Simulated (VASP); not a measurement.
A run of VASP 6.6.1:

File INCAR:

```
PREC     = Accurate       # precision mode
ENCUT    = 600            # plane-wave cutoff, eV
EDIFF    = 1E-7           # SCF threshold, eV
ISMEAR   = -1             # smearing method
SIGMA    = 0.05           # smearing width, eV
LREAL    = False          # projectors in reciprocal space
LASPH    = True           # aspherical terms in the spheres
NELM     = 60             # most SCF steps
ALGO     = Normal         # electronic algorithm
ISIF     = 3              # what is computed and relaxed
LWAVE    = False          # write WAVECAR
LCHARG   = False          # write CHGCAR
GGA      = PE             # functional
IBRION   = 2              # ionic algorithm
NSW      = 32             # ionic steps
EDIFFG   = -0.005         # ionic threshold
PSTRESS  = 540.0
```

KPOINTS

```
Automatic mesh
0
Gamma
  18 18 10
```

The input POSCAR:

```
Zn
1.0
    2.4776269318      0.0000000000      0.0000000000
   -1.2388134659      2.1456878640      0.0000000000
    0.0000000000      0.0000000000      4.0752290299
Zn
2
Direct
    0.3333333333      0.6666666667      0.2500000000
    0.6666666667      0.3333333333      0.7500000000
```

Potentials or basis: VASP PAW PBE potentials, release 64 (Zn).

Command:

```bash
$ cat potpaw_PBE.64/Zn/POTCAR > POTCAR
$ mpirun -np 1 vasp_std > vasp.out
```

Hardware: 1 thread of Intel(R) Xeon(R) Platinum 8259CL CPU @ 2.50GHz (Skylake/Cascade Lake), on a shared host.

Task: Estimate the wall time of this run.

Result: It took 2.6 min on 1 thread of Intel(R) Xeon(R) Platinum 8259CL CPU @ 2.50GHz (Skylake/Cascade Lake), with other jobs on the host, peak memory 0.2 GiB. Counts: scf iterations 29, k points 222, ion steps 3.
